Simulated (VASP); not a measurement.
# Rb (Im-3m) in VASP: further runs

Rb is run at these levels: PBE; tasks: single point.

Everything below comes from runs of VASP 6.6.1. Logs are shortened: lines on timing, memory, paths and dates and some standing lists are left out, and cuts for length are marked.

### 1 The cell of the first run

The structure is cubic, space group Im-3m (No. 229). The conventional cell has a = 5.672 Å, b = 5.672 Å, c = 5.672 Å, α = 90.00°, β = 90.00°, γ = 90.00°.

### 2 Single point, PBE

File INCAR:

```
ALGO = Normal
EDIFF = 1E-6
ENCUT = 520
GGA = PE
ISIF = 2
ISMEAR = -1
LASPH = True
LCHARG = False
LREAL = False
LWAVE = False
NBANDS = 10
NELM = 80
PREC = Accurate
SIGMA = 0.6
```

File KPOINTS:

```
k-points
0
Gamma
  8 8 8
```

File POSCAR:

```
Rb
1.0
   -2.8359049291      2.8359049291      2.8359049291
    2.8359049291     -2.8359049291      2.8359049291
    2.8359049291      2.8359049291     -2.8359049291
Rb
1
Direct
    0.0000000000      0.0000000000      0.0000000000
```

Potentials or basis: VASP PAW PBE potentials, release 64 (Rb_sv).

Started as:

```console
> cat potpaw_PBE.64/Rb_sv/POTCAR > POTCAR
> mpirun -np 1 vasp_std > vasp.out
```

OUTCAR:

```text
EDIFF = 1E-6
   ENCUT = 520
   GGA = PE
   ISIF = 2
   ISMEAR = -1
   LASPH = True
   LREAL = False
   NELM = 80
   PREC = Accurate

 ion  position               nearest neighbor table
   1  0.000  0.000  0.000-

  LATTYP: Found a body centered cubic cell.
 ALAT       =     5.6718098582

  Lattice vectors:

 A1 = (  -2.8359049291,   2.8359049291,   2.8359049291)
 A2 = (   2.8359049291,  -2.8359049291,   2.8359049291)
 A3 = (   2.8359049291,   2.8359049291,  -2.8359049291)

Analysis of symmetry for initial positions (statically):
=====================================================================
 Subroutine PRICEL returns:
 Original cell was already a primitive cell.

 Routine SETGRP: Setting up the symmetry group for a
 body centered cubic supercell.

 Subroutine GETGRP returns: Found 48 space group operations
 (whereof 48 operations were pure point group operations)
 out of a pool of 48 trial point group operations.

The static configuration has the point symmetry O_h .

Analysis of symmetry for dynamics (positions and initial velocities):
=====================================================================
 Subroutine PRICEL returns:
 Original cell was already a primitive cell.

 Routine SETGRP: Setting up the symmetry group for a
 body centered cubic supercell.

 Subroutine GETGRP returns: Found 48 space group operations
 (whereof 48 operations were pure point group operations)
 out of a pool of 48 trial point group operations.

The dynamic configuration has the point symmetry O_h .

 Subroutine INISYM returns: Found 48 space group operations
 (whereof 48 operations are pure point group operations),
 and found     1 'primitive' translations

----------------------------------------------------------------------------------------

                                     Primitive cell

  volume of cell :      91.2294

  direct lattice vectors                    reciprocal lattice vectors
    -2.835904929  2.835904929  2.835904929     0.000000000  0.176310565  0.176310565
     2.835904929 -2.835904929  2.835904929     0.176310565  0.000000000  0.176310565
     2.835904929  2.835904929 -2.835904929     0.176310565  0.176310565  0.000000000

  length of vectors
     4.911931423  4.911931423  4.911931423     0.249340792  0.249340792  0.249340792

  position of ions in fractional coordinates (direct lattice)
     0.000000000  0.000000000  0.000000000

  ion indices of the primitive-cell ions
   primitive index   ion index
                 1           1

----------------------------------------------------------------------------------------

 KPOINTS: k-points

Automatic generation of k-mesh.
 Grid dimensions read from file:
 generate k-points for:    8    8    8

 Generating k-lattice:

  Cartesian coordinates                     Fractional coordinates (reciprocal lattice)
     0.000000000  0.022038821  0.022038821     0.125000000  0.000000000  0.000000000
     0.022038821  0.000000000  0.022038821     0.000000000  0.125000000  0.000000000
     0.022038821  0.022038821  0.000000000     0.000000000  0.000000000  0.125000000

  Length of vectors
     0.031167599  0.031167599  0.031167599

  Shift w.r.t. Gamma in fractional coordinates (k-lattice)
     0.000000000  0.000000000  0.000000000

 Subroutine IBZKPT returns following result:
 ===========================================

 Found     29 irreducible k-points:

 Following reciprocal coordinates:
            Coordinates               Weight
  0.000000  0.000000  0.000000      1.000000
  0.125000  0.000000  0.000000     12.000000
  0.250000  0.000000  0.000000     12.000000
  0.375000  0.000000  0.000000     12.000000
  0.500000  0.000000  0.000000      6.000000
  0.125000  0.125000  0.000000     24.000000
[... 16 lines left out ...]
 -0.250000  0.250000  0.250000      6.000000
 -0.375000  0.375000  0.250000     24.000000
 [... further k-points ...]
   k-points           NKPTS =     29   k-points in BZ     NKDIM =     29   number of bands    NBANDS=     10
   number of dos      NEDOS =    301   number of ions     NIONS =      1
   total plane-waves  NPLWV =  64000
   dimension x,y,z NGX =    40 NGY =   40 NGZ =   40
   dimension x,y,z NGXF=    80 NGYF=   80 NGZF=   80
   ions per type =               1
   NGX,Y,Z   is equivalent  to a cutoff of  13.54, 13.54, 13.54 a.u.
   NGXF,Y,Z  is equivalent  to a cutoff of  27.08, 27.08, 27.08 a.u.
 SYSTEM =  unknown system
   PREC   = accura    normal or accurate (medium, high low for compatibility)
   ISTART =      0    job   : 0-new  1-cont  2-samecut
   ICHARG =      2    charge: 1-file 2-atom 10-const
   ISPIN  =      1    spin polarized calculation?
   LNONCOLLINEAR =      F non collinear calculations
   LSORBIT =      F    spin-orbit coupling
   LASPH  =      T    aspherical Exc in radial PAW
   ENCUT  =  520.0 eV  38.22 Ry    6.18 a.u.   9.13  9.13  9.13*2*pi/ulx,y,z
   NELM   =     80;   NELMIN=  2; NELMDL= -5     # of ELM steps
   EDIFF  = 0.1E-05   stopping-criterion for ELM
   LREAL  =      F    real-space projection
   EDIFFG = 0.1E-04   stopping-criterion for IOM
   NSW    =      0    number of steps for IOM
   IBRION =     -1    ionic relax: 0-MD 1-quasi-New 2-CG
   NFREE  =      0    steps in history (QN), initial steepest desc. (CG)
   ISIF   =      2    stress and relaxation
   ISYM   =      2    0-nonsym 1-usesym 2-fastsym
   POTIM  = 0.5000    time-step for ionic-motion
   TEBEG  =    0.0;   TEEND  =   0.0 temperature during run
   PSTRESS=    0.0 pullay stress
   NELECT =       9.0000    total number of electrons
   NUPDOWN=      -1.0000    fix difference up-down
   EMIN   =  10.00;   EMAX   =-10.00  energy-range for DOS
   EFERMI =   0.00;   METHOD = LEGACY
   ISMEAR =    -1;   SIGMA  =   0.60  broadening in eV -4-tet -1-fermi 0-gaus
   EFERMI_NEDOS =   21; number of points for ismear=-14 and -15
   IALGO  =     38    algorithm
   IMIX   =      4    mixing-type and parameters
     AMIX     =   0.40;   BMIX     =  1.00
     AMIX_MAG =   1.60;   BMIX_MAG =  1.00
  volume/ion in A,a.u.               =      91.23       615.65
  Fermi-wavevector in a.u.,A,eV,Ry     =   0.756445  1.429474  7.785376  0.572209
  Thomas-Fermi vector in A             =   1.854567
   LORBIT       =      0    0 simple, 1 ext, 2 COOP (PROOUT), +10 PAW based schemes
   GGA     = PE    functional components
   LHFCALC =     F    Hartree Fock is set to
   AEXX    =    0.0000 exact exchange contribution
   IVDW    =     0    specifies the selected vdW correction
   LEPSILON=     F    determine dielectric tensor
   LRPA    =     F    only Hartree local field effects (RPA)
 non-spin polarized calculation
  energy-cutoff  :      520.00
  volume of cell :       91.23
 maximum number of plane-waves:      2491
 NGX is ok and might be reduce to    40
   NGX = 19   NGY = 19   NGZ = 19

 number of electron       9.0000000 magnetization

 Free energy of the ion-electron system (eV)
  ---------------------------------------------------
  ext. energy  EPLUGINS =         0.00000000
  ---------------------------------------------------
  free energy    TOTEN  =        -1.45000871 eV

  energy without entropy =       -0.47178097  energy(sigma->0) =       -0.96089484

 E-fermi :  -0.2805     XC(G=0):  -5.4541

 val. band max:       -0.3075389833   @ k =  -0.3750   0.3750   0.1250
 cond. band min:      -0.1475788078   @ k =   0.2500   0.1250   0.1250
 fundamental gap:      0.1599601755
 Fermi energy:        -0.2804783161

 k-point     1 :       0.0000    0.0000    0.0000
  band No.  band energies     occupation
      1     -28.8732      2.00000
      2     -12.9187      2.00000
      3     -12.9187      2.00000
      4     -12.9187      2.00000
      5      -1.9560      1.88454
      6       3.6967      0.00264
      7       3.6967      0.00264
      8       3.6968      0.00264
      9       4.6215      0.00057
     10       4.6215      0.00057

 k-point     2 :       0.1250    0.0000    0.0000
  band No.  band energies     occupation
      1     -28.8726      2.00000
      2     -12.9329      2.00000
      3     -12.9234      2.00000
      4     -12.9187      2.00000
      5      -1.7728      1.84649
      6       3.3746      0.00451
      7       3.4568      0.00394
      8       3.8656      0.00199
      9       4.3690      0.00086
     10       4.5600      0.00063

 k-point     3 :       0.2500    0.0000    0.0000
  band No.  band energies     occupation
      1     -28.8711      2.00000
      2     -12.9668      2.00000
      3     -12.9346      2.00000
      4     -12.9187      2.00000
      5      -1.2492      1.66807
      6       2.4770      0.01999
      7       3.0314      0.00798
      8       4.3594      0.00088
      9       4.4465      0.00076
     10       4.5385      0.00065

 k-point     4 :       0.3750    0.0000    0.0000
  band No.  band energies     occupation
      1     -28.8697      2.00000
      2     -13.0000      2.00000
      3     -12.9458      2.00000
      4     -12.9187      2.00000
      5      -0.4665      1.15381
      6       1.5316      0.09306
      7       2.7145      0.01350
      8       4.4230      0.00079
      9       4.7330      0.00047
     10       5.1374      0.00024
[... 222 lines left out ...]
 k-point    22 :       0.2500    0.2500    0.2500
  band No.  band energies     occupation
      1     -28.8688      2.00000
      2     -12.9651      2.00000
      3     -12.9651      2.00000
      4     -12.9651      2.00000
      5       1.3089      0.13211
      6       1.3089      0.13211
      7       1.3089      0.13211
      8       2.5986      0.01635
      9       5.3518      0.00017
     10       5.3518      0.00017

 k-point    23 :      -0.2500    0.2500    0.2500
  band No.  band energies     occupation
      1     -28.8693      2.00000
      2     -12.9681      2.00000
      3     -12.9517      2.00000
      4     -12.9517      2.00000
      5      -0.5951      1.25636
      6       2.3388      0.02510
      7       3.0595      0.00762
      8       3.0595      0.00762
      9       4.4478      0.00076
     10       4.5743      0.00061

 k-point    24 :      -0.3750    0.3750    0.2500
  band No.  band energies     occupation
      1     -28.8680      2.00000
      2     -12.9895      2.00000
      3     -12.9638      2.00000
      4     -12.9541      2.00000
      5       0.1248      0.67457
      6       1.7016      0.07090
      7       2.9302      0.00944
      8       2.9713      0.00882
      9       4.0146      0.00156
     10       5.1705      0.00023

 [... further k-points ...]
[... 5 lines left out ...]
  --------------------------------------------------------------------------------------
  -------------------------------------------------------------------------------------
  Total        0.1600785      0.1600785      0.1600785      0.0000000      0.0000000      0.0000000
  in kB        2.8113091      2.8113091      2.8113091      0.0000000      0.0000000      0.0000000
  external PRESSURE =       2.8113091 kB  Pullay stress =       0.0000000 kB

 VOLUME and BASIS-vectors are now :
 -----------------------------------------------------------------------------
  energy-cutoff  :      520.00
  volume of cell :       91.23
      direct lattice vectors                 reciprocal lattice vectors
    -2.835904929  2.835904929  2.835904929     0.000000000  0.176310565  0.176310565
     2.835904929 -2.835904929  2.835904929     0.176310565  0.000000000  0.176310565
     2.835904929  2.835904929 -2.835904929     0.176310565  0.176310565  0.000000000

 POSITION                                       TOTAL-FORCE (eV/Angst)
 -----------------------------------------------------------------------------------
      0.00000      0.00000      0.00000         0.000000      0.000000      0.000000
 -----------------------------------------------------------------------------------
    total drift:                               -0.000000     -0.000000     -0.000000

  FREE ENERGIE OF THE ION-ELECTRON SYSTEM (eV)
  ---------------------------------------------------
  free  energy   TOTEN  =        -1.4500087089 eV

  energy  without entropy=       -0.4717809688  energy(sigma->0) =       -0.96089484
```

It took 40 s on 1 thread of AMD EPYC 7R13, shared host; peak memory 0.2 GiB.

What came out:

* Free energy: -1.4500 eV
* Pressure: 0.3 GPa

### 3 Single point, PBE

File INCAR:

```
PREC = Accurate ; ENCUT = 520
EDIFF = 1E-6 ; ISMEAR = -1
SIGMA = 1.0 ; LREAL = False
LASPH = True ; NELM = 60
ALGO = Normal ; ISIF = 2
LWAVE = False ; LCHARG = True
GGA = PE ; LELF = True
LVHAR = True ; NBANDS = 10
```

File KPOINTS:

```
regular mesh
0
Gamma
  8 8 8
```

POSCAR is that of step 2.

Potentials or basis: VASP PAW PBE potentials, release 64 (Rb_sv).

Started as:

```console
> cat potpaw_PBE.64/Rb_sv/POTCAR > POTCAR
> mpirun -np 1 vasp_std > vasp.out
```

It took 38 s on 1 thread of AMD EPYC 7R13, shared host; peak memory 0.2 GiB.

It converged, with:

```
Free energy : -2.2498 eV
Pressure    : 0.6 GPa
```

Levels at points of the mesh, in eV from the Fermi level:
| k point | band 2 | band 3 | band 4 | band 5 | band 6 | band 7 |
| --- | --- | --- | --- | --- | --- | --- |
| (0.00, 0.00, 0.00) | -12.10 | -12.10 | -12.10 | -1.18 | 4.48 | 4.48 |
| (0.50, 0.00, 0.00) | -12.20 | -12.14 | -12.10 | 1.03 | 1.57 | 3.38 |
| (0.50, 0.50, 0.50) | -12.17 | -12.17 | -12.17 | 2.05 | 2.05 | 4.04 |

### 4 Single point, PBE

File INCAR:

```
ALGO     = Normal         # electronic algorithm
EDIFF    = 1E-6           # SCF threshold, eV
ENCUT    = 520            # plane-wave cutoff, eV
GGA      = PE             # functional
ISIF     = 2              # what is computed and relaxed
ISMEAR   = 0              # smearing method
LASPH    = T              # aspherical terms in the spheres
LCHARG   = F              # write CHGCAR
LREAL    = F              # projectors in reciprocal space
LWAVE    = F              # write WAVECAR
NBANDS   = 10             # bands
NELM     = 80             # most SCF steps
PREC     = Accurate       # precision mode
SIGMA    = 0.01           # smearing width, eV
```

File KPOINTS:

```
k-points
0
Gamma
  8 8 8
```

POSCAR is that of step 3.

Started as:

```console
> cat potpaw_PBE.64/Rb_sv/POTCAR > POTCAR
> mpirun -np 1 vasp_std > vasp.out
```

It took 36 s on 1 thread of AMD EPYC 7R13, shared host; peak memory 0.2 GiB.

Results (log left out):

```yaml
Free_energy: -0.9291 eV
Pressure: 0.0 GPa
```

Levels at points of the mesh, in eV from the Fermi level:
| k point | band 2 | band 3 | band 4 | band 5 | band 6 | band 7 |
| --- | --- | --- | --- | --- | --- | --- |
| (0.00, 0.00, 0.00) | -13.02 | -13.02 | -13.02 | -2.04 | 3.60 | 3.60 |
| (0.50, 0.00, 0.00) | -13.11 | -13.05 | -13.02 | 0.17 | 0.71 | 2.51 |
| (0.50, 0.50, 0.50) | -13.09 | -13.09 | -13.09 | 1.19 | 1.19 | 3.17 |

(Continued in part 2 of 2.)
